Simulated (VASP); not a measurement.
# AlN (R3m) in VASP: notebook

AlN is run at these levels: PBE; tasks: G0W0 quasiparticle levels.

Program: VASP 6.6.1. These are calculated values, not measurements. Logs are shortened: lines on timing, memory, paths and dates and some standing lists are left out, and cuts for length are marked.

### 1 The cell of the first run

It takes space group R3m (No. 160, trigonal). Conventional cell: a = 2.966 Å, b = 2.966 Å, c = 7.674 Å, α = 90.00°, β = 90.00°, γ = 120.00°. Al (site symmetry 3m) has 4 N at 1.84 to 1.88 Å within 2.4 Å. Within 2.4 Å of N (site symmetry 3m) lie 4 Al at 1.84 to 1.88 Å.

### 2 G0W0 quasiparticle levels, PBE

Contents of POSCAR:

```
AlN
1.0
    0.0784759504      2.1759573064      2.1759573064
    2.1759573064      0.0784759504      2.1759573064
    2.1759573064      2.1759573064      0.0784759504
Al N
1 1
Direct
    0.0026685146      0.0026685146      0.0026685146
    0.2473314854      0.2473314854      0.2473314854
```

Contents of INCAR.step1:

```
  PREC = Accurate
  ENCUT = 500
  EDIFF = 1E-8
  ISMEAR = 0
  SIGMA = 0.01
  LREAL = F
  LASPH = T
  NELM = 60
  ALGO = Normal
  LWAVE = T
  LCHARG = F
  GGA = PE
```

Contents of INCAR.step2:

```
  PREC = Accurate
  ENCUT = 500
  EDIFF = 1E-8
  ISMEAR = 0
  SIGMA = 0.01
  LREAL = F
  LASPH = T
  NELM = 1
  ALGO = Exact
  LWAVE = T
  LCHARG = F
  GGA = PE
  NBANDS = 85
  LOPTICS = T
  ISTART = 1
```

Contents of INCAR.step3:

```
  PREC = Accurate
  ENCUT = 500
  EDIFF = 1E-8
  ISMEAR = 0
  SIGMA = 0.01
  LREAL = F
  LASPH = T
  ALGO = EVGW0
  LWAVE = F
  LCHARG = F
  GGA = PE
  NELMGW = 1
  NBANDS = 85
  ENCUTGW = 150.0
  NOMEGA = 96
  PRECFOCK = Fast
  ISTART = 1
  NBANDSGW = 12
  OMEGAMAX = 20
```

Contents of KPOINTS:

```
regular mesh
0
Gamma
  6 6 6
```

Potentials or basis: VASP PAW PBE potentials, release 64 (Al_GW, N_GW).

The run is started by

```
$ cat potpaw_PBE.64/Al_GW/POTCAR potpaw_PBE.64/N_GW/POTCAR > POTCAR
$ cp INCAR.step1 INCAR
$ mpirun -np 1 vasp_std > vasp.out
$ cp INCAR.step2 INCAR
$ mpirun -np 1 vasp_std > vasp.out
$ cp INCAR.step3 INCAR
$ mpirun -np 1 vasp_std > vasp.out
```

OUTCAR:

```text
PREC = Accurate
   ENCUT = 500
   EDIFF = 1E-8
   ISMEAR = 0
   LREAL = F
   LASPH = T
   GGA = PE
   NELMGW = 1
   ENCUTGW = 150.0
   PRECFOCK = Fast
   ISTART = 1

 ion  position               nearest neighbor table
   1  0.003  0.003  0.003-   2 1.84   2 1.84   2 1.84   2 1.88
   2  0.247  0.247  0.247-   1 1.84   1 1.84   1 1.84   1 1.88

  LATTYP: Found a trigonal (rhomboedric) cell.
 ALAT       =     3.0782688111
 COS(alpha) =     0.5357166235

  Lattice vectors:

 A1 = (   0.0784759504,   2.1759573064,   2.1759573064)
 A2 = (   2.1759573064,   0.0784759504,   2.1759573064)
 A3 = (   2.1759573064,   2.1759573064,   0.0784759504)

Analysis of symmetry for initial positions (statically):
=====================================================================
 Subroutine PRICEL returns:
 Original cell was already a primitive cell.

 Routine SETGRP: Setting up the symmetry group for a
 trigonal (rhombohedral) supercell.

 Subroutine GETGRP returns: Found  6 space group operations
 (whereof  6 operations were pure point group operations)
 out of a pool of 12 trial point group operations.

The static configuration has the point symmetry C_3v.

Analysis of symmetry for dynamics (positions and initial velocities):
=====================================================================
 Subroutine PRICEL returns:
 Original cell was already a primitive cell.

 Routine SETGRP: Setting up the symmetry group for a
 trigonal (rhombohedral) supercell.

 Subroutine GETGRP returns: Found  6 space group operations
 (whereof  6 operations were pure point group operations)
 out of a pool of 12 trial point group operations.

The dynamic configuration has the point symmetry C_3v.

 Subroutine INISYM returns: Found  6 space group operations
 (whereof  6 operations are pure point group operations),
 and found     1 'primitive' translations

[... 90 lines left out ...]
   LSORBIT =      F    spin-orbit coupling
   LASPH  =      T    aspherical Exc in radial PAW
   ENCUT  =  500.0 eV  36.75 Ry    6.06 a.u.   5.61  5.61  5.61*2*pi/ulx,y,z
   NELM   =     60;   NELMIN=  2; NELMDL=  0     # of ELM steps
   EDIFF  = 0.1E-07   stopping-criterion for ELM
   LREAL  =      F    real-space projection
   EDIFFG = 0.1E-06   stopping-criterion for IOM
   NSW    =      0    number of steps for IOM
   IBRION =     -1    ionic relax: 0-MD 1-quasi-New 2-CG
   NFREE  =      0    steps in history (QN), initial steepest desc. (CG)
   ISIF   =      0    stress and relaxation
   ISYM   =      3    0-nonsym 1-usesym 2-fastsym
   POTIM  = 0.5000    time-step for ionic-motion
   TEBEG  =    0.0;   TEEND  =   0.0 temperature during run
   PSTRESS=    0.0 pullay stress
   NELECT =       8.0000    total number of electrons
   NUPDOWN=      -1.0000    fix difference up-down
   EMIN   =  10.00;   EMAX   =-10.00  energy-range for DOS
   EFERMI =   0.00;   METHOD = LEGACY
   ISMEAR =     0;   SIGMA  =   0.01  broadening in eV -4-tet -1-fermi 0-gaus
   EFERMI_NEDOS =   21; number of points for ismear=-14 and -15
   IALGO  =     38    algorithm
   IMIX   =      4    mixing-type and parameters
     AMIX     =   0.40;   BMIX     =  1.00
     AMIX_MAG =   1.60;   BMIX_MAG =  1.00
  volume/ion in A,a.u.               =       9.75        65.77
  Fermi-wavevector in a.u.,A,eV,Ry     =   1.216631  2.299099 20.139209  1.480190
  Thomas-Fermi vector in A             =   2.351978
   LORBIT       =      0    0 simple, 1 ext, 2 COOP (PROOUT), +10 PAW based schemes
   GGA     = PE    functional components
   LHFCALC =     T    Hartree Fock is set to
   PRECFOCK=fast      Normal, Fast or Accurate (Low or Medium for compatibility)
   ENCUT4O =  -1.0   cutoff for four orbital integrals eV
   NKREDX  =     1    reduce k-point grid by
   NKREDY  =     1    reduce k-point grid by
   NKREDZ  =     1    reduce k-point grid by
   AEXX    =    1.0000 exact exchange contribution
   HFSCREEN=    0.0000 screening length (either q_TF or 0.3 A-1)
   HFSCREENC=   0.0000 screening length for correlation (either q_TF or 0.3 A-1)
   ENCUTFOCK=  -1.0 apply spherical cutoff to Coloumb kernel
   IVDW    =     0    specifies the selected vdW correction
   LEPSILON=     F    determine dielectric tensor
   LRPA    =     F    only Hartree local field effects (RPA)
   LRPAFORCE           =     F    calculate RPA forces
   ENCUTGW             = 150.0    cutoff for response function in eV
   ENCUTGWSOFT         = 120.0    soft cutoff for Coulomb kernel in GW response function in eV
   ENCUTLF             =  -1.0    cutoff for local field effects
   NELMGW              =     1    number of iterations in solving QP/BSE equation
   NELMHF              =     1    number of iterations in the inner HF iteration
   NKREDLFX            =     1    NKREDLFY  =   1   NKREDLFZ  =   1
 non-spin polarized calculation
 Gauss-broadening in eV      SIGMA  =   0.01
  energy-cutoff  :      500.00
  volume of cell :       19.49
 maximum number of plane-waves:       510
 NGX is ok and might be reduce to    24
  NGX = 14; NGY = 14; NGZ = 14
   NGX = 11   NGY = 11   NGZ = 11
 maximum number of plane-waves:        88
 NGX is ok and might be reduce to    14

 QP shifts <psi_nk| G(iteration)W_0 |psi_nk>: iteration 1
 for sc-GW calculations column KS-energies equals QP-energies in previous step
 and V_xc(KS)=  KS-energies - (<T + V_ion + V_H > + <T+V_H+V_ion>^1  + <V_x>^1)

 k-point   1 :       0.0000    0.0000    0.0000
  band No.  KS-energies  QP-energies   sigma(KS)   V_xc(KS)     V^pw_x(r,r')   Z            occupation Imag(sigma)

      1      -9.8523     -11.3634     -16.9198     -14.8526     -24.9578       0.7309       2.0000       1.2243
      2       5.1764       4.2614     -17.8776     -16.7072     -20.7959       0.7817       2.0000       0.0364
      3       5.7309       4.8463     -18.1674     -17.0360     -21.1773       0.7820       2.0000       0.0355
      4       5.7309       4.8463     -18.1674     -17.0360     -21.1773       0.7820       2.0000       0.0355
      5      10.2146      10.9770     -11.7475     -12.6857      -7.8759       0.8127       0.0000      -0.0483
      6      17.8775      18.8676      -9.2972     -10.5176      -4.3431       0.8113       0.0000      -0.0748
      7      19.2798      20.3061      -9.2765     -10.5533      -4.1248       0.8038       0.0000      -0.0989
      8      19.2798      20.3061      -9.2765     -10.5533      -4.1248       0.8038       0.0000      -0.0989
      9      23.7260      24.7419      -9.3964     -10.6790      -3.7860       0.7920       0.0000      -0.2443
     10      23.7260      24.7419      -9.3964     -10.6790      -3.7860       0.7920       0.0000      -0.2443
     11      25.0022      25.5497      -9.3588     -10.0682      -2.8077       0.7719       0.0000      -0.5896
     12      25.4859      26.0093      -9.1429      -9.8243      -2.6461       0.7681       0.0000      -0.6117
[... 356 lines left out ...]
      1      -6.8418      -8.2231     -18.8485     -16.9743     -26.4408       0.7370       2.0000       0.8300
      2       1.0493      -0.2010     -15.5620     -13.8696     -19.4163       0.7387       2.0000       0.0890
      3       2.5401       1.3415     -16.0560     -14.4861     -19.4363       0.7635       2.0000       0.0568
      4       2.9975       1.8288     -15.9018     -14.3806     -19.1457       0.7683       2.0000       0.0517
      5      10.8570      11.5294     -10.5190     -11.3451      -6.6076       0.8140       0.0000      -0.0505
      6      16.3328      17.2877     -10.2043     -11.3827      -5.5045       0.8103       0.0000      -0.0669
      7      18.9205      20.0016     -10.8133     -12.1949      -5.1576       0.7825       0.0000      -0.1809
      8      19.7005      20.9274     -11.7740     -13.3576      -6.0100       0.7747       0.0000      -0.1817
      9      22.9555      23.9596     -10.5176     -11.8527      -4.0132       0.7521       0.0000      -0.3432
     10      26.6181      27.5189      -9.5498     -10.7084      -3.0976       0.7775       0.0000      -0.4923
     11      30.9730      32.3321     -10.9663     -12.6752      -4.1996       0.7953       0.0000      -0.8730
     12      32.6739      34.0209     -10.9608     -12.6703      -4.0337       0.7880       0.0000      -0.9925

 [... further k-points ...]
```

OUTCAR.step1:

```text
PREC = Accurate
   ENCUT = 500
   EDIFF = 1E-8
   ISMEAR = 0
   LREAL = F
   LASPH = T
[... 485 lines left out ...]
 -----------------------------------------------------------------------------------
      0.01182      0.01182      0.01182         0.030167      0.030167      0.030167
      1.09578      1.09578      1.09578        -0.030167     -0.030167     -0.030167
 -----------------------------------------------------------------------------------
    total drift:                               -0.000181     -0.000181     -0.000181

  FREE ENERGIE OF THE ION-ELECTRON SYSTEM (eV)
  ---------------------------------------------------
  free  energy   TOTEN  =       -14.7199653223 eV

  energy  without entropy=      -14.7199653223  energy(sigma->0) =      -14.71996532
```

Wall time 3.4 min (1 thread of Intel Xeon 6975P-C (Granite Rapids), shared host); peak memory 0.42 GiB.

What came out:

```
Quasiparticle gap                                   : 4.46 eV
Least direct quasiparticle gap                      : 6.13 eV
Band gap of the starting levels on the mesh         : 3.10 eV
Least direct gap of the starting levels on the mesh : 4.48 eV
```

Caveat: the k points lie up to 0.43 Å⁻¹ apart; the cutoff is under 1.25 times the usual one of these potentials, so pressure, stress and relaxed cells hold a basis-set (Pulay) error; bands, screening cutoff and mesh are small and nothing is extrapolated, so the quasiparticle values aren't converged; the structure was generated, so it needn't be the stable form of AlN.

### 3 G0W0 quasiparticle levels, PBE

This run uses another cell than the first one, of 10.09 Å³/atom.

Contents of POSCAR:

```
AlN
1.0
    0.0391562402      2.1803351244      2.1803351244
    2.1803351244      0.0391562402      2.1803351244
    2.1803351244      2.1803351244      0.0391562402
Al N
1 1
Direct
    0.0012889231      0.0012889231      0.0012889231
    0.2487110769      0.2487110769      0.2487110769
```

Contents of INCAR.step1:

```
PREC = Accurate ; ENCUT = 500
EDIFF = 1E-8 ; ISMEAR = 0
SIGMA = 0.01 ; LREAL = False
LASPH = True ; NELM = 60
ALGO = Normal ; LWAVE = True
LCHARG = False ; GGA = PE
```

Contents of INCAR.step2:

```
PREC = Accurate ; ENCUT = 500
EDIFF = 1E-8 ; ISMEAR = 0
SIGMA = 0.01 ; LREAL = False
LASPH = True ; NELM = 1
ALGO = Exact ; LWAVE = True
LCHARG = False ; GGA = PE
NBANDS = 88 ; LOPTICS = True
ISTART = 1
```

Contents of INCAR.step3:

```
PREC = Accurate ; ENCUT = 500
EDIFF = 1E-8 ; ISMEAR = 0
SIGMA = 0.01 ; LREAL = False
LASPH = True ; ALGO = EVGW0
LWAVE = False ; LCHARG = False
GGA = PE ; NELMGW = 1
NBANDS = 88 ; ENCUTGW = 150.0
NOMEGA = 96 ; PRECFOCK = Fast
ISTART = 1 ; NBANDSGW = 12
OMEGAMAX = 20
```

Contents of KPOINTS:

```
Automatic mesh
0
Gamma
  6 6 6
```

Potentials or basis: VASP PAW PBE potentials, release 64 (Al_GW, N_GW).

The run is started by

```
$ cat potpaw_PBE.64/Al_GW/POTCAR potpaw_PBE.64/N_GW/POTCAR > POTCAR
$ cp INCAR.step1 INCAR
$ mpirun -np 1 vasp_std > vasp.out
$ cp INCAR.step2 INCAR
$ mpirun -np 1 vasp_std > vasp.out
$ cp INCAR.step3 INCAR
$ mpirun -np 1 vasp_std > vasp.out
```

OUTCAR:

```text
PREC = Accurate
   ENCUT = 500
   EDIFF = 1E-8
   ISMEAR = 0
   LREAL = False
   LASPH = True
   GGA = PE
   NELMGW = 1
   ENCUTGW = 150.0
   PRECFOCK = Fast
   ISTART = 1

 ion  position               nearest neighbor table
   1  0.001  0.001  0.001-   2 1.87   2 1.87   2 1.87   2 1.89
   2  0.249  0.249  0.249-   1 1.87   1 1.87   1 1.87   1 1.89

  LATTYP: Found a trigonal (rhomboedric) cell.
 ALAT       =     3.0837081121
[... 200 lines left out ...]
      3       5.3134       4.4343     -18.0186     -16.8932     -20.9738       0.7811       2.0000       0.0348
      4       5.3134       4.4343     -18.0186     -16.8932     -20.9738       0.7811       2.0000       0.0348
      5       9.6816      10.4269     -11.6888     -12.6077      -7.8777       0.8111       0.0000      -0.0486
      6      17.6427      18.6163      -9.1649     -10.3722      -4.1771       0.8064       0.0000      -0.0815
      7      18.3459      19.3385      -9.1743     -10.4102      -4.0839       0.8031       0.0000      -0.0936
      8      18.3459      19.3385      -9.1743     -10.4102      -4.0839       0.8031       0.0000      -0.0936
      9      23.1598      24.1516      -9.3150     -10.5692      -3.7501       0.7907       0.0000      -0.2370
     10      23.1598      24.1516      -9.3150     -10.5692      -3.7501       0.7907       0.0000      -0.2370
     11      24.4881      25.0033      -9.1870      -9.8526      -2.6936       0.7740       0.0000      -0.6074
     12      24.7133      25.2059      -9.0805      -9.7229      -2.6062       0.7666       0.0000      -0.5957
[... 356 lines left out ...]
      1      -7.0914      -8.4498     -18.7584     -16.9133     -26.3411       0.7362       2.0000       0.8408
      2       0.8294      -0.4070     -15.4369     -13.7622     -19.2451       0.7382       2.0000       0.0870
      3       2.3586       1.1771     -16.0504     -14.4961     -19.4387       0.7602       2.0000       0.0576
      4       2.6846       1.5312     -15.6887     -14.1845     -18.8519       0.7668       2.0000       0.0512
      5      10.5236      11.1808     -10.4070     -11.2160      -6.5006       0.8124       0.0000      -0.0515
      6      15.7749      16.7150     -10.1050     -11.2677      -5.4369       0.8086       0.0000      -0.0670
      7      18.4083      19.4507     -10.7490     -12.0856      -5.1089       0.7799       0.0000      -0.1811
      8      18.7903      19.9904     -11.7382     -13.2920      -6.0405       0.7724       0.0000      -0.1724
      9      22.2089      23.1908     -10.4906     -11.8031      -4.0126       0.7481       0.0000      -0.3355
     10      25.8273      26.6789      -9.4159     -10.5128      -3.0186       0.7764       0.0000      -0.4882
     11      30.3119      31.6210     -10.9843     -12.6394      -4.0928       0.7909       0.0000      -0.9206
     12      31.5323      32.8758     -10.8608     -12.5661      -4.1429       0.7878       0.0000      -0.9225

 [... further k-points ...]
```

OUTCAR.step1:

```text
PREC = Accurate
   ENCUT = 500
   EDIFF = 1E-8
   ISMEAR = 0
   LREAL = False
[... 487 lines left out ...]
      0.00567      0.00567      0.00567         0.010093      0.010093      0.010093
      1.09429      1.09429      1.09429        -0.010093     -0.010093     -0.010093
 -----------------------------------------------------------------------------------
    total drift:                                0.000380      0.000380      0.000380

  FREE ENERGIE OF THE ION-ELECTRON SYSTEM (eV)
  ---------------------------------------------------
  free  energy   TOTEN  =       -14.8252026881 eV

  energy  without entropy=      -14.8252026881  energy(sigma->0) =      -14.82520269
```

OUTCAR.step2:

```text
PREC = Accurate
   ENCUT = 500
   EDIFF = 1E-8
   ISMEAR = 0
   LREAL = False
[... 1014 lines left out ...]
     0.00000     4.76448     4.76448     4.76448     0.03181     0.03181     0.03181
     1.87999     4.97966     4.97966     4.97966     0.03160     0.03160     0.03160
     3.75998     6.04576     6.04576     6.04576    -0.00883    -0.00883    -0.00883
     5.63998     8.89612     8.89612     8.89612    -0.29155    -0.29155    -0.29155
     7.51997     7.08639     7.08639     7.08639     0.66797     0.66797     0.66797
     9.39996     5.05573     5.05573     5.05573    -0.03746    -0.03746    -0.03746
[... 92 lines left out ...]
   184.23925     0.98355     0.98355     0.98355     0.00000     0.00000     0.00000
   186.11925     0.98391     0.98391     0.98391     0.00000     0.00000     0.00000
```

It took 3.4 min on 1 thread of Intel Xeon 6975P-C (Granite Rapids), shared host; peak memory 0.44 GiB.

Results:

```
Quasiparticle gap                                   : 4.57 eV
Least direct quasiparticle gap                      : 5.99 eV
Band gap of the starting levels on the mesh         : 3.23 eV
Least direct gap of the starting levels on the mesh : 4.37 eV
```

Caveat: the k points lie up to 0.42 Å⁻¹ apart; the cutoff is under 1.25 times the usual one of these potentials, so pressure, stress and relaxed cells hold a basis-set (Pulay) error; bands, screening cutoff and mesh are small and nothing is extrapolated, so the quasiparticle values aren't converged; the structure was generated, so it needn't be the stable form of AlN.
